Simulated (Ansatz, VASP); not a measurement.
## Two plane-wave programs on BaTiO3

```xyz
5
Lattice="2.9033 1.6762 2.3109 -2.9033 1.6762 2.3109 0.0000 -3.3524 2.3109" Properties=species:S:1:pos:R:3 pbc="T T T"
Ba    0.0000    0.0000    0.0186
Ti    0.0000    0.0000    3.5550
O     0.0000   -1.6502    4.5367
O    -1.4291    0.8251    4.5367
O     1.4291    0.8251    4.5367
```

Change from the starting cell: strain +0.015 along x and y, -0.015 along z, atoms carried along.

Alike in both runs: task single point; functional PBE; k mesh 6 × 6 × 6; occupations gaussian, width 0.05 eV; no spin polarisation; Hubbard terms Ti d U = 4.0 eV.

|  | VASP | Ansatz |
| --- | --- | --- |
| version | VASP 6.6.1 | Ansatz 0.2.0 |
| potentials or method | VASP PAW PBE potentials, release 64 (Ba_sv, Ti_sv, O), cutoff 520 eV | scalar-relativistic, plane waves, PAW |
| valence electrons in the cell | 40 | 40 |

Ansatz gave:

| Quantity | Value |
| --- | --- |
| gap on the k mesh at the Fermi level (eV) | 2.57 |
| least direct gap on the mesh (eV) | 2.95 |
| pressure (GPa) | -2.3 |
| traceless stress, the component that is largest in VASP (GPa) | 4.39 |
| rms of the force components (eV/Å) | 0.061 |

Problem. Which values does VASP return?

Solution. gap on the k mesh at the Fermi level (eV): 2.55; least direct gap on the mesh (eV): 2.95; pressure (GPa): 1.0; traceless stress, the component that is largest in VASP (GPa): 4.18; rms of the force components (eV/Å): 0.169.

The programs project onto different local orbitals, so the same U acts differently, and such runs can settle in different states. Atom by atom the forces differ by 0.213 eV/Å (rms over components).

Spin-orbit coupling is off throughout.
